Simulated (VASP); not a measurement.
# CuO (P1) in VASP: notebook, part 2 of 2

VASP 6.6.1. The steps go on from the part before.

## 4. Single point, r2SCAN+U

Contents of POSCAR:

```
CuO
1.0
    0.1896038200     -2.1722883700     -2.0431441000
   -2.0197235200      0.1062952100     -1.9598354900
    2.3832003700      2.2858393900     -4.3894430400
Cu O
2 2
Direct
    0.4562322400      0.5306856300      0.4854117400
    0.9742842800      0.9858673900      0.0243612000
    0.8016626700      0.7447211200      0.7392802400
    0.2678208100      0.2387258700      0.2509468100
```

Contents of INCAR.step1:

```
PREC = Accurate
ENCUT = 520
ISMEAR = -1
SIGMA = 0.05
LREAL = False
LASPH = True
NELM = 150
LMAXMIX = 4
LDAU = True
LDAUTYPE = 2
LDAUL = 2 -1
LDAUU = 5 0
LDAUJ = 0 0
NBANDS = 25
GGA = PE
ALGO = Normal
EDIFF = 1E-4
LWAVE = True
LCHARG = False
```

Contents of INCAR.step2:

```
PREC = Accurate
ENCUT = 520
EDIFF = 1E-6
ISMEAR = -1
SIGMA = 0.05
LREAL = False
LASPH = True
NELM = 150
ALGO = Normal
ISIF = 2
LWAVE = False
LCHARG = False
LMAXMIX = 4
LDAU = True
LDAUTYPE = 2
LDAUL = 2 -1
LDAUU = 5 0
LDAUJ = 0 0
LDAUPRINT = 1
METAGGA = R2SCAN
LMIXTAU = True
NBANDS = 25
ISTART = 1
```

Contents of KPOINTS:

```
regular mesh
0
Gamma
  10 10 5
```

Run with:

```
cat potpaw_PBE.64/Cu/POTCAR potpaw_PBE.64/O/POTCAR > POTCAR
cp INCAR.step1 INCAR
mpirun -np 1 vasp_std > vasp.out
cp INCAR.step2 INCAR
mpirun -np 1 vasp_std > vasp.out
```

Wall time 20 min (1 thread of Intel Xeon 8259CL, shared host); peak memory 0.33 GiB.

It converged, with:

- Free energy: -32.0288 eV
- Pressure: -13.1 GPa
- Largest force: 1.473 eV/Å
- Band gap on the k mesh: zero (bands 17 and 18 overlap by 0.73 eV)

Forces on the atoms (eV/Å):
```
Cu   0.970 -0.005 -1.108
Cu  -0.683 -1.064  0.478
O    0.114  0.481 -0.100
O   -0.401  0.589  0.731
```

Stress tensor (GPa, compression positive):
```
-13.72   1.57   9.01
  1.57 -10.54   2.38
  9.01   2.38 -14.92
```

Levels at points of the mesh, in eV from the Fermi level:
```
           k point  band 14  band 15  band 16  band 17  band 18  band 19  band 20  band 21
(0.00, 0.00, 0.00)    -1.73    -1.09    -0.90     0.33     0.70     2.32     7.42     9.67
(0.50, 0.00, 0.00)    -2.21    -1.22    -0.73    -0.22    -0.12     7.93     8.32     9.51
(0.00, 0.50, 0.00)    -2.10    -1.10    -0.79    -0.24    -0.17     8.24     8.45     9.96
(0.50, 0.50, 0.00)    -1.98    -1.82    -1.66     0.42     0.87     6.48     7.07    11.22
```

Eigenvalues of the final occupation matrices:
```tsv
site	spin	trace	eigenvalues
site 1 d	1	4.66	0.87 0.88 0.97 0.97 0.97
site 1 d	2	4.66	0.87 0.88 0.97 0.97 0.97
site 2 d	1	4.66	0.83 0.93 0.97 0.97 0.97
site 2 d	2	4.66	0.83 0.93 0.97 0.97 0.97
```

Caveat: the cell stands under tension; the PAW data sets were made with another functional, which shifts forces and pressure a little; U without spin polarisation on a metal has little footing.

## 5. Single point, PBE+U

Contents of INCAR:

```
  PREC = Accurate
  ENCUT = 520
  EDIFF = 1E-6
  ISMEAR = -1
  SIGMA = 0.05
  LREAL = F
  LASPH = T
  NELM = 150
  ALGO = Normal
  ISIF = 2
  LWAVE = F
  LCHARG = T
  LMAXMIX = 4
  LDAU = T
  LDAUTYPE = 2
  LDAUL = 2 -1
  LDAUU = 4.5 0
  LDAUJ = 0 0
  LDAUPRINT = 1
  GGA = PE
  LELF = T
  LVHAR = T
  NBANDS = 25
```

KPOINTS is that of step 4.

POSCAR is that of step 4.

Run with:

```
cat potpaw_PBE.64/Cu/POTCAR potpaw_PBE.64/O/POTCAR > POTCAR
mpirun -np 1 vasp_std > vasp.out
```

Run time: 5.1 min. Hardware: 1 thread of Intel Xeon Platinum 8375C at 2.90GHz (Ice Lake), shared host; peak memory 0.32 GiB.

It converged, with:

```yaml
Free_energy: -15.5332 eV
Pressure: -6.1 GPa
Largest_force: 1.499 eV/Å
Band_gap_on_the_k_mesh: zero (bands 17 and 18 overlap by 0.74 eV)
```

Forces in eV/Å, atoms in the order of the input:
```
Cu   0.990 -0.032 -1.126
Cu  -0.686 -1.007  0.488
O    0.079  0.522 -0.030
O   -0.383  0.518  0.667
```

Stress tensor (GPa, compression positive):
```
-6.70  1.37  7.92
 1.37 -4.59  2.00
 7.92  2.00 -7.00
```

Levels at points of the mesh, in eV from the Fermi level:
```
           k point  band 15  band 16  band 17  band 18  band 19  band 20
(0.00, 0.00, 0.00)    -1.03    -0.83     0.34     0.68     1.75     6.73
(0.50, 0.00, 0.00)    -1.14    -0.71    -0.22    -0.13     7.21     7.58
(0.00, 0.50, 0.00)    -1.03    -0.78    -0.23    -0.18     7.52     7.71
(0.50, 0.50, 0.00)    -1.65    -1.60     0.44     0.82     5.83     6.36
```

Eigenvalues of the final occupation matrices:
```tsv
site	spin	trace	eigenvalues
site 1 d	1	4.65	0.87 0.88 0.97 0.97 0.97
site 1 d	2	4.65	0.87 0.88 0.97 0.97 0.97
site 2 d	1	4.65	0.84 0.92 0.96 0.97 0.97
site 2 d	2	4.65	0.84 0.92 0.96 0.97 0.97
```

Caveat: the cell stands under tension; U without spin polarisation on a metal has little footing; forces of over 1 eV/Å act on the atoms, so gaps and moduli don't describe the material at rest.

## 6. Single point, LDA

Contents of INCAR:

```
PREC = Accurate
ENCUT = 520
EDIFF = 1E-6
ISMEAR = -1
SIGMA = 0.05
LREAL = F
LASPH = T
NELM = 100
ALGO = Normal
ISIF = 2
LWAVE = F
LCHARG = T
GGA = CA
LELF = T
LVHAR = T
NBANDS = 25
```

Contents of KPOINTS:

```
Automatic mesh
0
Gamma
  10 10 5
```

POSCAR is that of step 5.

Potentials or basis: VASP PAW LDA potentials, release 64 (Cu, O).

Run with:

```
cat potpaw_LDA.64/Cu/POTCAR potpaw_LDA.64/O/POTCAR > POTCAR
mpirun -np 1 vasp_std > vasp.out
```

Wall time 2.5 min (1 thread of Intel Xeon 6975P-C (Granite Rapids), shared host); peak memory 0.31 GiB.

It converged, with:

```yaml
Free_energy: -22.0619 eV
Pressure: -18.2 GPa
Largest_force: 1.470 eV/Å
Band_gap_on_the_k_mesh: zero (bands 17 and 18 overlap by 0.74 eV)
```

Forces in eV/Å, atoms in the order of the input:
```
Cu   0.958  0.101 -1.110
Cu  -0.708 -0.887  0.544
O    0.078  0.443  0.007
O   -0.328  0.344  0.560
```

Stress tensor (GPa, compression positive):
```
-18.66   1.46   8.17
  1.46 -16.83   2.30
  8.17   2.30 -19.04
```

Levels at points of the mesh, in eV from the Fermi level:
```
           k point  band 13  band 14  band 15  band 16  band 17  band 18  band 19  band 20  band 21  band 22
(0.00, 0.00, 0.00)    -1.67    -1.49    -1.09    -0.93     0.34     0.63     1.15     6.03     8.24    13.46
(0.50, 0.00, 0.00)    -1.47    -1.37    -0.96    -0.62    -0.28    -0.17     6.48     6.86     8.11     9.19
(0.00, 0.50, 0.00)    -1.37    -1.23    -0.92    -0.67    -0.23    -0.17     6.78     6.99     8.45     8.79
(0.50, 0.50, 0.00)    -1.62    -1.55    -1.43    -1.11     0.48     0.79     5.05     5.51     9.75    10.37
```

Caveat: the cell stands under tension; semilocal functionals often make such compounds metallic where correlation or magnetic order opens a gap, which also shifts bond lengths; forces of over 1 eV/Å act on the atoms, so gaps and moduli don't describe the material at rest.

## 7. The runs side by side

| level | potentials or basis | U | gap on the mesh (eV) | pressure (GPa) | largest force (eV/Å) |
| --- | --- | --- | --- | --- | --- |
| r2SCAN+U | VASP PAW PBE potentials, release 64 (Cu, O) | Cu d U = 6.0 eV | none | -13.7 | 1.42 |
| r2SCAN+U | VASP PAW PBE potentials, release 64 (Cu, O) | Cu d U = 4.0 eV | none | -12.6 | 1.52 |
| r2SCAN+U | VASP PAW PBE potentials, release 64 (Cu, O) | Cu d U = 5.0 eV | none | -13.1 | 1.47 |
| PBE+U | VASP PAW PBE potentials, release 64 (Cu, O) | Cu d U = 4.5 eV | none | -6.1 | 1.50 |
| LDA | VASP PAW LDA potentials, release 64 (Cu, O) | - | none | -18.2 | 1.47 |

Alike in all rows: task single point; no spin polarisation; cell as given; k mesh 10 × 10 × 5; cutoff (eV) 520; smearing fermi-dirac 0.05 eV.

Caveats: the cell stands under tension; U without spin polarisation on a metal has little footing (at least some runs); the PAW data sets were made with another functional, which shifts forces and pressure a little (at least some runs); forces of over 1 eV/Å act on the atoms, so gaps and moduli don't describe the material at rest (at least some runs); semilocal functionals often make such compounds metallic where correlation or magnetic order opens a gap, which also shifts bond lengths (at least some runs).

Total energies depend on the potentials used, so only differences within one code and one set of settings carry meaning.
